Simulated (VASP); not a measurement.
# AlN: single point with PBE

AlN:

```xyz
8
Lattice="-1.6567 2.8696 0.0000 0.0000 0.0000 4.1875 4.9702 2.8696 0.0000" Properties=species:S:1:pos:R:3 pbc="T T T"
Al    0.0000    2.1650    3.1406
Al    3.3135    1.9130    3.1406
Al    1.6567    0.9565    1.0469
Al    3.3135    3.8261    1.0469
N     0.0000    1.9130    1.0469
N     3.3135    1.9130    1.0469
N     1.6567    0.9565    3.1406
N     3.3135    3.8261    3.1406
```

This cell differs from its parent crystal: atom 1 (Al) moved by +0.000 Å along [1 0 0] and +0.252 Å along [1 2 0].

```yaml
Program: VASP 6.6.1
Task: single point
Functional: PBE
Potentials_or_basis: VASP PAW PBE potentials, release 64 (Al, N)
Cutoff: 520 eV
k_mesh: 8 × 6 × 4
Occupations: gaussian, width 0.05 eV
Spin: no spin polarisation
```

```yaml
Pressure: 3.2 GPa
Largest_force: 7.024 eV/Å
Band_gap_on_the_k_mesh: 3.16 eV
```

Forces in eV/Å, atoms in the order of the input:
```
Al  -0.469 -7.008  0.000
Al   0.468  0.374  0.000
Al  -0.168  0.529  0.000
Al   0.168 -0.018  0.000
N    0.247  0.662  0.000
N   -0.259 -0.117  0.000
N   -0.293  5.022  0.000
N    0.306  0.555  0.000
```

Stress tensor (GPa, compression positive):
```
-3.67  0.01  0.00
 0.01 13.20  0.00
 0.00  0.00  0.08
```

Levels at points of the mesh, in eV from the valence-band top:
| k point | band 13 | band 14 | band 15 | band 16 | band 17 | band 18 | band 19 | band 20 |
| --- | --- | --- | --- | --- | --- | --- | --- | --- |
| (0.00, 0.00, 0.00) | -1.87 | -1.52 | -1.28 | 0.00 | 3.16 | 3.83 | 4.39 | 6.94 |
| (0.50, 0.00, 0.00) | -2.84 | -2.49 | -2.21 | -2.00 | 5.55 | 5.75 | 5.90 | 6.09 |
| (0.00, 0.50, 0.00) | -2.45 | -2.23 | -1.74 | -1.66 | 4.98 | 5.07 | 5.65 | 5.68 |
| (0.50, 0.50, 0.00) | -1.29 | -1.02 | -0.96 | -0.84 | 5.83 | 5.89 | 6.24 | 6.36 |
| (0.00, 0.00, 0.50) | -1.73 | -1.26 | -1.22 | -0.91 | 4.58 | 4.84 | 5.95 | 6.05 |
| (0.50, 0.00, 0.50) | -3.04 | -2.73 | -1.55 | -1.25 | 3.74 | 4.01 | 6.92 | 6.96 |
| (0.00, 0.50, 0.50) | -2.09 | -2.00 | -1.70 | -1.64 | 5.08 | 5.30 | 5.44 | 5.64 |
| (0.50, 0.50, 0.50) | -2.00 | -1.76 | -1.56 | -1.51 | 4.83 | 4.93 | 5.14 | 5.22 |

It took 110 s on 1 thread of Intel(R) Xeon(R) 6975P-C (Granite Rapids), with other jobs on the host, peak memory 0.26 GiB.

Caveat: the cell differs from its parent crystal (atom 1 (Al) moved by +0.000 Å along [1 0 0] and +0.252 Å along [1 2 0]); the stress differs along the axes, from -4 to 13 GPa; forces of over 1 eV/Å act on the atoms, so gaps and moduli don't describe the material at rest.
